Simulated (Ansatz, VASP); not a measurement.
**One calculation of Sb, two programs**

```
Sb
1.0
    -1.57654    1.57654    2.71194
     1.57654   -1.57654    2.71194
     1.57654    1.57654   -2.71194
Sb
1
Direct
  0.00000 0.00000 0.00000
```

Alike in both runs: functional PBEsol; k mesh 9 × 9 × 9; occupations fermi-dirac, width 0.05 eV; non-collinear spin, spin-orbit coupling.

|  | VASP | Ansatz |
| --- | --- | --- |
| version | VASP 6.6.1 | Ansatz 0.2.0 |
| potentials or method | VASP PAW PBE potentials, release 64 (Sb), cutoff 520 eV | all-electron LAPW, relativistic spinors |
| task | single point | band structure |

VASP gave:

```
pressure (GPa)                                                : -1.0
traceless stress, the component that is largest in VASP (GPa) : 0.46
net moment per atom (μB)                                      : 0.00
```

Question: Estimate Ansatz's values.

Answer: Pressure (GPa): -1.0; traceless stress, the component that is largest in VASP (GPa): 0.52; net moment per atom (μB): 0.00.

VASP's potentials were made for PBE, not for PBEsol. Ansatz ran all-electron here, and VASP with PAW potentials.

Noted on Ansatz's run: the k mesh is thin for a metal, which can move the energy by tens of meV per atom.
